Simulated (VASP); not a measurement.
Here is a VASP 6.6.1 calculation.

The input INCAR:

```
SYSTEM = Ni
ALGO = Normal
EDIFF = 1E-6
ENCUT = 520
GGA = RE
ISIF = 2
ISMEAR = -1
ISPIN = 2
LASPH = .TRUE.
LCHARG = .TRUE.
LELF = .TRUE.
LMAXMIX = 4
LORBIT = 11
LREAL = .FALSE.
LVHAR = .TRUE.
LWAVE = .FALSE.
MAGMOM = 0.7 0.7
NBANDS = 21
NELM = 150
PREC = Accurate
SIGMA = 0.05
```

Contents of KPOINTS:

```
k-points
0
G
  16 16 9
  0 0 0
```

The input POSCAR:

```
Ni
1.0
    2.4020176679      0.0000000000      0.0000000000
   -1.2010088340      2.0802083208      0.0000000000
    0.0000000000      0.0000000000      3.9337566084
Ni
2
Direct
    0.3333333333      0.6666666667      0.2500000000
    0.6666666667      0.3333333333      0.7500000000
```

Potentials or basis: VASP PAW PBE potentials, release 64 (Ni).

Run with:

```console
$ cat potpaw_PBE.64/Ni/POTCAR > POTCAR
$ mpirun -np 1 vasp_std > vasp.out
```

Question: What does it give for the pressure?

Answer: 31.1 GPa.

Question: Predict the net moment.

Answer: 1.16 μB per cell.

Question: Predict the site moments.

Answer: Ni +0.58 μB.

Stress tensor (GPa, compression positive):
```
30.64  0.00  0.00
 0.00 30.64  0.00
 0.00  0.00 32.00
```

Caveat: the cell stands under pressure; the PAW data sets were made with another functional, which shifts forces and pressure a little.
